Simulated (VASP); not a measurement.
Wanted: the native input for a VASP 6.6.1 run.

| Item | Value |
| --- | --- |
| Task | single point |
| Functional | PBEsol |
| Potentials or basis | VASP PAW PBE potentials, release 64 (Au) |
| Cutoff | 520 eV |
| k mesh | 22 × 22 × 22 |
| Occupations | gaussian, width 0.05 eV |
| Spin | non-collinear spin, zero start, spin-orbit coupling |
| Starting moments | [[0.0, 0.0, 0.0]] μB |
| Dipole correction | no |
| Further INCAR settings | ALGO = Normal; EDIFF = 1e-07; NBANDS = 22 |

The structure of Au lies in POSCAR:

```
Au
1.0
    0.0000000000      2.0591894318      2.0591894318
    2.0591894318      0.0000000000      2.0591894318
    2.0591894318      2.0591894318      0.0000000000
Au
1
Direct
    0.0000000000      0.0000000000      0.0000000000
```

The input as run:

INCAR

```
SYSTEM = Au
PREC = Accurate
ENCUT = 520
EDIFF = 1E-7
ISMEAR = 0
SIGMA = 0.05
LREAL = .False.
LASPH = .True.
NELM = 150
ALGO = Normal
ISIF = 2
LWAVE = .False.
LCHARG = .False.
MAGMOM = 0 0 0
LORBIT = 11
LSORBIT = .True.
GGA_COMPAT = .False.
LORBMOM = .True.
LMAXMIX = 4
GGA = PS
NBANDS = 22
```

KPOINTS

```
regular mesh
0
Gamma
  22 22 22
  0 0 0
```

Potentials or basis: VASP PAW PBE potentials, release 64 (Au).

Run with:

```bash
$ cat potpaw_PBE.64/Au/POTCAR > POTCAR
$ mpirun -np 1 vasp_ncl > vasp.out
```

It gave:

```yaml
Pressure: -5.6 GPa
Net_moment: 0.00 μB per cell
Valence_electrons_inside_the_program's_atomic_spheres: Au 9.61
```

Caveat: the cell stands under tension; the PAW data sets were made with another functional, which shifts forces and pressure a little.

Wall time 5.1 min on 1 thread of Intel Xeon 8259CL (shared host), peak memory 0.33 GiB.
